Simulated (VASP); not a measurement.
# Ga4Sb3As: single point with PBE

Crystal: Ga4Sb3As.

```
Ga Sb As
1.0
     6.09940    0.00000    0.00000
     0.00000    6.09940    0.00000
     0.00000    0.00000    6.09940
Ga Sb As
4 3 1
Direct
  0.75880 0.75880 0.75880
  0.75880 0.24120 0.24120
  0.24120 0.75880 0.24120
  0.24120 0.24120 0.75880
  0.50000 0.50000 0.00000
  0.50000 0.00000 0.50000
  0.00000 0.50000 0.50000
  0.00000 0.00000 0.00000
```

```yaml
Program: VASP 6.6.1
Task: single point
Functional: PBE
Potentials_or_basis: VASP PAW PBE potentials, release 64 (Ga_d, Sb, As)
Cutoff: 520 eV
k_mesh: 6 × 6 × 6
Occupations: gaussian, width 0.1 eV
Spin: no spin polarisation
```

- Pressure: 0.1 GPa
- Largest force: 0.006 eV/Å
- Band gap on the k mesh: zero (bands 36 and 37 overlap by 0.19 eV)

Forces in eV/Å, atoms in the order of the input:
```
Ga  -0.003 -0.003 -0.003
Ga  -0.003  0.003  0.003
Ga   0.003 -0.003  0.003
Ga   0.003  0.003 -0.003
Sb   0.000  0.000  0.000
Sb   0.000  0.000  0.000
Sb   0.000  0.000  0.000
As   0.000  0.000  0.000
```

Levels at points of the mesh, in eV from the Fermi level:
```csv
k point,band 34,band 35,band 36,band 37,band 38,band 39
"(0.00, 0.00, 0.00)",-0.35,0.00,0.00,0.00,1.06,1.06
"(0.50, 0.00, 0.00)",-1.78,-1.39,-1.39,1.28,1.50,2.53
"(0.50, 0.50, 0.00)",-1.39,-1.07,-0.86,1.68,1.86,2.25
"(0.50, 0.50, 0.50)",-0.97,-0.79,-0.79,-0.19,0.58,0.58
```

Run time: 5.8 min on 1 thread of Intel Xeon 8259CL (shared host), peak memory 0.43 GiB.

Caveat: semilocal functionals underestimate gaps, and a narrow one can read as zero; spin-orbit coupling is left out, which moves the levels of the heavy elements.
